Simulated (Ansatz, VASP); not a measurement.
**Sn3GeO4 in VASP and in Ansatz**

INCAR

```
PREC     = Accurate       # precision mode
ENCUT    = 520            # plane-wave cutoff, eV
EDIFF    = 1E-6           # SCF threshold, eV
ISMEAR   = 0              # smearing method
SIGMA    = 0.1            # smearing width, eV
LREAL    = F              # projectors in reciprocal space
LASPH    = T              # aspherical terms in the spheres
NELM     = 80             # most SCF steps
ALGO     = Normal         # electronic algorithm
ISIF     = 2              # what is computed and relaxed
LWAVE    = F              # write WAVECAR
LCHARG   = F              # write CHGCAR
GGA      = PE             # functional
NBANDS   = 50             # bands
```

File KPOINTS:

```
regular mesh
0
Gamma
  4 4 4
```

The input POSCAR:

```
Sn3GeO4
1.0
    0.0000000000      0.0000000000      4.9673217000
    5.3823317000      0.0000000000      0.0000000000
    0.0000000000      5.3823317000      0.0000000000
Sn Ge O
3 1 4
Direct
    0.2330090000      0.0000000000      0.5000000000
    0.2330090000      0.5000000000      0.0000000000
    0.7568400000      0.5000000000      0.5000000000
    0.7986430000      0.0000000000      0.0000000000
    0.9946240000      0.7546420000      0.2453580000
    0.9946240000      0.2453580000      0.7546420000
    0.9946240000      0.7546420000      0.7546420000
    0.9946240000      0.2453580000      0.2453580000
```

Input for Ansatz:

```yaml
crystal:
  lattice:
    - [0.0, 0.0, 4.9673217]
    - [5.3823317, 0.0, 0.0]
    - [0.0, 5.3823317, 0.0]
  atoms:
    - { symbol: Sn, position: [0.233009, 0.0, 0.5] }
    - { symbol: Sn, position: [0.233009, 0.5, 0.0] }
    - { symbol: Sn, position: [0.75684, 0.5, 0.5] }
    - { symbol: Ge, position: [0.798643, 0.0, 0.0] }
    - { symbol: O, position: [0.994624, 0.754642, 0.245358] }
    - { symbol: O, position: [0.994624, 0.245358, 0.754642] }
    - { symbol: O, position: [0.994624, 0.754642, 0.754642] }
    - { symbol: O, position: [0.994624, 0.245358, 0.245358] }
basis:
  ecutwfc: 420
kpoints:
  mp_grid: { grid: [4, 4, 4] }
hamiltonian:
  xc: pbe
scf:
  occupations: { method: gaussian, width: 0.1 }
  lower_state_search: "off"
output:
  forces: true
  stress: true
  eigenvalues: true
```

Alike in both runs: task single point; functional PBE; k mesh 4 × 4 × 4; occupations gaussian, width 0.1 eV; no spin polarisation.

|  | VASP | Ansatz |
| --- | --- | --- |
| version | VASP 6.6.1 | Ansatz 0.2.0 |
| potentials or method | VASP PAW PBE potentials, release 64 (Sn_d, Ge_d, O), cutoff 520 eV | scalar-relativistic, plane waves, PAW |
| valence electrons in the cell | 80 | 80 |

```tsv
	VASP	Ansatz	Ansatz less VASP
gap on the k mesh at the Fermi level (eV)	0.74	0.74	-0.002
least direct gap on the mesh (eV)	0.77	0.76	-0.012
pressure (GPa)	0.2	0.0	-0.20
rms of the force components (eV/Å)	0.030	0.002	-0.0279
```

Atom by atom the forces differ by 0.031 eV/Å (rms over components).
